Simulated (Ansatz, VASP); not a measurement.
**NaCl: VASP beside Ansatz**

```
CELL_PARAMETERS angstrom
4.02673 0.00000 0.00000
-2.01337 3.48725 0.00000
0.00000 0.00000 6.57563
ATOMIC_POSITIONS crystal
Na 0.00000 0.00000 0.00000
Na 0.00000 0.00000 0.50000
Cl 0.33333 0.66667 0.25000
Cl 0.66667 0.33333 0.75000
```

Alike in both runs: task relaxation of cell and atoms; functional PBE; k mesh 9 × 9 × 6; occupations gaussian, width 0.02 eV; no spin polarisation.

|  | VASP | Ansatz |
| --- | --- | --- |
| version | VASP 6.6.1 | Ansatz 0.2.0 |
| potentials or method | VASP PAW PBE potentials, release 64 (Na_pv, Cl), cutoff 500 eV | scalar-relativistic, plane waves, PAW |
| valence electrons in the cell | 28 | 32 |

|  | VASP | Ansatz | Ansatz less VASP |
| --- | --- | --- | --- |
| gap on the k mesh at the Fermi level, each at its own relaxed structure (eV) | 4.90 | 4.90 | -0.005 |
| relaxed volume (Å³/atom) | 23.14 | 23.15 | +0.015 |

VASP's potentials hold 28 valence electrons a cell and Ansatz's 32, so a difference there can come from the potentials and not from the codes.
